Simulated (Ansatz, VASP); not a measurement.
# Rh2Au in VASP and in Ansatz

```xyz
3
Lattice="0.0000 2.8001 0.0000 2.8001 0.0000 0.0000 1.4000 1.4000 -5.8999" Properties=species:S:1:pos:R:3 pbc="T T T"
Rh    1.4000    1.4000   -2.0808
Rh    2.8001    2.8001   -3.8191
Au    0.0000    0.0000    0.0000
```

Alike in both runs: functional PBE; k mesh 6 × 6 × 6; no spin polarisation.

Ansatz relaxed the structure, and its values are those at the end. VASP's run is a single point on that final structure, the one shown.

```csv
,VASP,Ansatz
version,VASP 6.6.1,Ansatz 0.2.0
potentials or method,"VASP PAW PBE potentials, release 64 (Rh_pv, Au), cutoff 520 eV",PAW plane waves
occupations,"fermi-dirac, width 0.1 eV",fermi-dirac
valence electrons in the cell,41,53
```

VASP gave:

- gap on the k mesh at the Fermi level (eV): none
- pressure (GPa): -0.1

Problem. What did Ansatz give for the same quantities?

Solution. gap on the k mesh at the Fermi level (eV): none; pressure (GPa): 0.0.

A gap of «none» marks a metal or a gap that the smearing closes. VASP's potentials hold 41 valence electrons a cell and Ansatz's 53, so a difference there can come from the potentials and not from the codes.

The k mesh is coarse, so the values compare programs but aren't converged. Spin-orbit coupling is off throughout.
